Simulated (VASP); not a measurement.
Write the native input for VASP 6.6.1 that does the following.

```
Task                   : single point
Functional             : PBE
Potentials or basis    : VASP PAW PBE potentials, release 64 (Sn_d, O)
Cutoff                 : 520 eV
k mesh                 : 12 × 12 × 12
Occupations            : gaussian, width 0.05 eV
Spin                   : no spin polarisation
Dipole correction      : no
Further INCAR settings : ALGO = Normal; EDIFF = 1e-06; NBANDS = 20
```

The structure of SnO2 lies in POSCAR:

```
SnO2
1.0
    1.6022668400      0.9250691914      4.8741482374
   -1.6022668400      0.9250691914      4.8741482374
    0.0000000000     -1.8501383828      4.8741482374
Sn O
1 2
Direct
    0.5000000000      0.5000000000      0.5000000000
    0.2464043750      0.2464043750      0.2464043750
    0.7535956250      0.7535956250      0.7535956250
```

This cell differs from its parent crystal: atoms shifted along a free coordinate.

The input as run:

INCAR

```
ALGO = Normal ; EDIFF = 1E-6
ENCUT = 520 ; GGA = PE
ISIF = 2 ; ISMEAR = 0
LASPH = True ; LCHARG = False
LREAL = False ; LWAVE = False
NBANDS = 20 ; NELM = 80
PREC = Accurate ; SIGMA = 0.05
```

KPOINTS

```
k-points
0
Gamma
  12 12 12
```

Potentials or basis: VASP PAW PBE potentials, release 64 (Sn_d, O).

Command:

```bash
$ cat potpaw_PBE.64/Sn_d/POTCAR potpaw_PBE.64/O/POTCAR > POTCAR
$ mpirun -np 1 vasp_std > vasp.out
```

It gave:

| Item | Value |
| --- | --- |
| Pressure | -7.5 GPa |
| Largest force | 1.816 eV/Å |
| Band gap on the k mesh | 1.70 eV |

Caveat: the cell differs from its parent crystal (atoms shifted along a free coordinate); the cell stands under tension; spin-orbit coupling is left out, which moves the levels of the heavy elements; forces of over 1 eV/Å act on the atoms, so gaps and moduli don't describe the material at rest.

Wall time 3.1 min on 1 thread of Intel(R) Xeon(R) 6975P-C (Granite Rapids), on a shared host, peak memory 0.33 GiB.
